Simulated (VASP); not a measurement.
# ZrN (Fm-3m) in VASP: notebook, part 2 of 2

VASP 6.6.1. The steps go on from the part before.

## (3) Single point, PBE

This run uses another cell than the first one, of 12.65 Å³/atom.

The input, INCAR:

```
ALGO = Normal ; EDIFF = 1E-6
ENCUT = 600 ; GGA = PE
GGA_COMPAT = F ; ISIF = 2
ISMEAR = 1 ; LASPH = T
LCHARG = F ; LREAL = F
LWAVE = F ; NBANDS = 16
NELM = 120 ; PREC = Accurate
SIGMA = 0.15
```

The input, KPOINTS:

```
k-points
0
Gamma
  11 11 11
```

The input, POSCAR:

```
ZrN
1.0
    0.0000000000      2.3302666288      2.3302666288
    2.3302666288      0.0000000000      2.3302666288
    2.3302666288      2.3302666288      0.0000000000
Zr N
1 1
Direct
    0.5000000000      0.5000000000      0.5000000000
    0.0000000000      0.0000000000      0.0000000000
```

Potentials or basis: VASP PAW PBE potentials, release 64 (Zr_sv, N).

Started as:

```sh
cat potpaw_PBE.64/Zr_sv/POTCAR potpaw_PBE.64/N/POTCAR > POTCAR
mpirun -np 1 vasp_std > vasp.out
```

OUTCAR:

```text
EDIFF = 1E-6
   ENCUT = 600
   GGA = PE
   ISIF = 2
   ISMEAR = 1
   LASPH = T
   LREAL = F
   NELM = 120
   PREC = Accurate

 ion  position               nearest neighbor table
   1  0.500  0.500  0.500-   2 2.33   2 2.33   2 2.33   2 2.33   2 2.33   2 2.33
   2  0.000  0.000  0.000-   1 2.33   1 2.33   1 2.33   1 2.33   1 2.33   1 2.33

  LATTYP: Found a face centered cubic cell.
 ALAT       =     4.6605332576

  Lattice vectors:

 A1 = (   0.0000000000,   2.3302666288,   2.3302666288)
 A2 = (   2.3302666288,   0.0000000000,   2.3302666288)
 A3 = (   2.3302666288,   2.3302666288,   0.0000000000)

Analysis of symmetry for initial positions (statically):
=====================================================================
 Subroutine PRICEL returns:
 Original cell was already a primitive cell.

 Routine SETGRP: Setting up the symmetry group for a
 face centered cubic supercell.

 Subroutine GETGRP returns: Found 48 space group operations
 (whereof 48 operations were pure point group operations)
 out of a pool of 48 trial point group operations.

The static configuration has the point symmetry O_h .

Analysis of symmetry for dynamics (positions and initial velocities):
=====================================================================
 Subroutine PRICEL returns:
 Original cell was already a primitive cell.

 Routine SETGRP: Setting up the symmetry group for a
 face centered cubic supercell.

 Subroutine GETGRP returns: Found 48 space group operations
 (whereof 48 operations were pure point group operations)
 out of a pool of 48 trial point group operations.

The dynamic configuration has the point symmetry O_h .

 Subroutine INISYM returns: Found 48 space group operations
 (whereof 48 operations are pure point group operations),
 and found     1 'primitive' translations

----------------------------------------------------------------------------------------

[... 111 lines left out ...]
     AMIX     =   0.40;   BMIX     =  1.00
     AMIX_MAG =   1.60;   BMIX_MAG =  1.00
  volume/ion in A,a.u.               =      12.65        85.39
  Fermi-wavevector in a.u.,A,eV,Ry     =   1.433757  2.709408 27.968937  2.055659
  Thomas-Fermi vector in A             =   2.553240
   LORBIT       =      0    0 simple, 1 ext, 2 COOP (PROOUT), +10 PAW based schemes
   GGA     = PE    functional components
   LHFCALC =     F    Hartree Fock is set to
   AEXX    =    0.0000 exact exchange contribution
   IVDW    =     0    specifies the selected vdW correction
   LEPSILON=     F    determine dielectric tensor
   LRPA    =     F    only Hartree local field effects (RPA)
 non-spin polarized calculation
 Methfessel and Paxton  Order N= 1 SIGMA  =   0.15
  energy-cutoff  :      600.00
  volume of cell :       25.31
 maximum number of plane-waves:       875
   NGX = 13   NGY = 13   NGZ = 13

 number of electron      17.0000000 magnetization

 Free energy of the ion-electron system (eV)
  ---------------------------------------------------
  ext. energy  EPLUGINS =         0.00000000
  ---------------------------------------------------
  free energy    TOTEN  =       -20.33580236 eV

  energy without entropy =      -20.33506019  energy(sigma->0) =      -20.33555497

 E-fermi :  11.2956     XC(G=0): -12.2485

 val. band max:       11.2648403179   @ k =  -0.0909   0.0909   0.0000
 cond. band min:      11.3082485792   @ k =  -0.0909   0.0909   0.0000
 fundamental gap:      0.0434082613
 Fermi energy:        11.2956045793

 k-point     1 :       0.0000    0.0000    0.0000
  band No.  band energies     occupation
      1     -38.3827      2.00000
      2     -16.0486      2.00000
      3     -16.0486      2.00000
      4     -16.0486      2.00000
      5      -4.7126      2.00000
      6       8.7582      2.00000
[... 433 lines left out ...]
      3     -16.2426      2.00000
      4     -16.0804      2.00000
      5      -3.5900      2.00000
      6       5.4345      2.00000
[... 8 lines left out ...]
     15      23.6808      0.00000
     16      24.7257      0.00000

 [... further k-points ...]

------------------------ aborting loop because EDIFF is reached ----------------------------------------

  FORCE on cell =-STRESS in cart. coord.  units (eV):
  Direction    XX          YY          ZZ          XY          YZ          ZX
  --------------------------------------------------------------------------------------
  -------------------------------------------------------------------------------------
  Total       -1.5091987     -1.5091987     -1.5091987      0.0000000      0.0000000      0.0000000
  in kB      -95.5454856    -95.5454856    -95.5454856      0.0000000      0.0000000      0.0000000
  external PRESSURE =     -95.5454856 kB  Pullay stress =       0.0000000 kB

 VOLUME and BASIS-vectors are now :
 -----------------------------------------------------------------------------
  energy-cutoff  :      600.00
  volume of cell :       25.31
      direct lattice vectors                 reciprocal lattice vectors
     0.000000000  2.330266629  2.330266629    -0.214567721  0.214567721  0.214567721
     2.330266629  0.000000000  2.330266629     0.214567721 -0.214567721  0.214567721
     2.330266629  2.330266629  0.000000000     0.214567721  0.214567721 -0.214567721

 POSITION                                       TOTAL-FORCE (eV/Angst)
 -----------------------------------------------------------------------------------
      2.33027      2.33027      2.33027         0.000000     -0.000000     -0.000000
      0.00000      0.00000      0.00000        -0.000000      0.000000      0.000000
 -----------------------------------------------------------------------------------
    total drift:                                0.000000      0.000000      0.000000

  FREE ENERGIE OF THE ION-ELECTRON SYSTEM (eV)
  ---------------------------------------------------
  free  energy   TOTEN  =       -20.3358023563 eV

  energy  without entropy=      -20.3350601901  energy(sigma->0) =      -20.33555497
```

OSZICAR:

```text
N       E                     dE             d eps       ncg     rms          rms(c)
DAV:   1     0.123266207488E+03    0.12327E+03   -0.94696E+03  1792   0.116E+03
DAV:   2    -0.169010251058E+02   -0.14017E+03   -0.13071E+03  2304   0.320E+02
DAV:   3    -0.237674704636E+02   -0.68664E+01   -0.68109E+01  3072   0.630E+01
DAV:   4    -0.238350578450E+02   -0.67587E-01   -0.67576E-01  2024   0.511E+00
DAV:   5    -0.238358220337E+02   -0.76419E-03   -0.76418E-03  2552   0.413E-01    0.197E+01
DAV:   6    -0.205364542734E+02    0.32994E+01   -0.74563E+00  2096   0.257E+01    0.755E+00
DAV:   7    -0.203698174932E+02    0.16664E+00   -0.56131E-01  2136   0.686E+00    0.596E+00
DAV:   8    -0.203500416659E+02    0.19776E-01   -0.25594E-01  2168   0.454E+00    0.321E+00
DAV:   9    -0.203361796894E+02    0.13862E-01   -0.52070E-02  1920   0.212E+00    0.990E-01
DAV:  10    -0.203358286929E+02    0.35100E-03   -0.27572E-03  2304   0.555E-01    0.133E-01
DAV:  11    -0.203358075810E+02    0.21112E-04   -0.78197E-05  2216   0.760E-02    0.711E-02
DAV:  12    -0.203358030715E+02    0.45095E-05   -0.99891E-06  2176   0.253E-02    0.672E-03
DAV:  13    -0.203358023563E+02    0.71512E-06   -0.33104E-07  1200   0.650E-03
   1 F= -.20335802E+02 E0= -.20335555E+02  d E =-.742166E-03
```

stdout:

```text
POSCAR found type information on POSCAR ZrN
 POSCAR found :  2 types and       2 ions
 scaLAPACK will be used
 LDA part: xc-table for (Slater+PW92), standard interpolation
 POSCAR, INCAR and KPOINTS ok, starting setup
 FFT: planning ... GRIDC
 FFT: planning ... GRID_SOFT
 FFT: planning ... GRID
 WAVECAR not read
 entering main loop
```

Run time: 72 s. Hardware: 1 thread of AMD EPYC 7R43 (Zen 3), shared host; peak memory 0.13 GiB.

Results:

```
Free energy            : -20.3358 eV
Pressure               : -9.6 GPa
Band gap on the k mesh : zero (an odd number of electrons rules out a gap without spin polarisation)
```

Caveat: the cell stands under tension.

## (4) Single point, PBE

This run uses another cell than the first one, of 13.02 Å³/atom.

The input, INCAR:

```
SYSTEM = ZrN
  PREC = Accurate
  ENCUT = 600
  EDIFF = 1E-6
  ISMEAR = 1
  SIGMA = 0.15
  LREAL = .False.
  LASPH = .True.
  NELM = 120
  ALGO = Normal
  ISIF = 2
  LWAVE = .False.
  LCHARG = .False.
  GGA = PE
  NBANDS = 16
  GGA_COMPAT = .False.
```

The input, KPOINTS:

```
Automatic mesh
0
Gamma
  11 11 11
  0 0 0
```

The input, POSCAR:

```
ZrN
1.0
    0.0000000000      2.3524609801      2.3524609801
    2.3524609801      0.0000000000      2.3524609801
    2.3524609801      2.3524609801      0.0000000000
Zr N
1 1
Direct
    0.5000000000      0.5000000000      0.5000000000
    0.0000000000      0.0000000000      0.0000000000
```

Started as:

```sh
cat potpaw_PBE.64/Zr_sv/POTCAR potpaw_PBE.64/N/POTCAR > POTCAR
mpirun -np 1 vasp_std > vasp.out
```

Run time: 85 s. Hardware: 1 thread of AMD EPYC 7R43 (Zen 3), shared host; peak memory 0.14 GiB.

It converged, with:

* Free energy: -20.2804 eV
* Pressure: -15.1 GPa
* Band gap on the k mesh: zero (an odd number of electrons rules out a gap without spin polarisation)

Levels at points of the mesh, in eV from the Fermi level:
```
           k point  band 6  band 7  band 8  band 9  band 10  band 11  band 12  band 13
(0.00, 0.00, 0.00)   -2.49   -2.49   -2.49   -0.32    -0.32    -0.32     1.46     1.46
```

Caveat: the cell stands under tension.

## (5) Summary

```tsv
cell	gap on the mesh (eV)	pressure (GPa)
a = 3.263 Å, angles 60.0°, 2 atoms	none	-3.1
a = 3.295 Å, angles 60.0°, 2 atoms	none	-9.6
a = 3.327 Å, angles 60.0°, 2 atoms	none	-15.1
```

Alike in all rows: task single point; level PBE; potentials or basis VASP PAW PBE potentials, release 64 (Zr_sv, N); no spin polarisation; k mesh 11 × 11 × 11; cutoff (eV) 600; smearing methfessel-paxton 0.15 eV.

Caveats: the cell stands under tension.

Absolute energies hang on the potentials; compare differences alone.
